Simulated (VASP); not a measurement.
A run of VASP 6.6.1:

File INCAR:

```
ALGO     = Normal         # electronic algorithm
EDIFF    = 1E-6           # SCF threshold, eV
ENCUT    = 520            # plane-wave cutoff, eV
GGA      = PS             # functional
ISIF     = 2              # what is computed and relaxed
ISMEAR   = 0              # smearing method
LASPH    = True           # aspherical terms in the spheres
LCHARG   = False          # write CHGCAR
LREAL    = False          # projectors in reciprocal space
LWAVE    = False          # write WAVECAR
NBANDS   = 28             # bands
NELM     = 80             # most SCF steps
PREC     = Accurate       # precision mode
SIGMA    = 0.15           # smearing width, eV
```

Contents of KPOINTS:

```
k-points
0
Gamma
  24 24 10
```

File POSCAR:

```
V2N3
1.0
    2.7349438781      0.0000000000      0.0000000000
   -1.3674719390      2.3685308763      0.0000000000
    0.0000000000      0.0000000000      6.4012149640
V N
2 3
Direct
    0.6666666667      0.3333333333      0.3021155180
    0.3333333333      0.6666666667      0.6978844820
    0.0000000000      0.0000000000      0.5000000000
    0.0000000000      0.0000000000      0.1074399115
    0.0000000000      0.0000000000      0.8925600885
```

Potentials or basis: VASP PAW PBE potentials, release 64 (V_sv, N).

Run with:

```bash
$ cat potpaw_PBE.64/V_sv/POTCAR potpaw_PBE.64/N/POTCAR > POTCAR
$ mpirun -np 1 vasp_std > vasp.out
```

Hardware: 1 thread of Intel(R) Xeon(R) 6975P-C (Granite Rapids), with other jobs on the host.

Question: Estimate the wall time of this run.

Answer: Wall time 3.9 min on 1 thread of Intel(R) Xeon(R) 6975P-C (Granite Rapids), on a shared host, peak memory 0.56 GiB. Counts: scf iterations 15, k points 558.
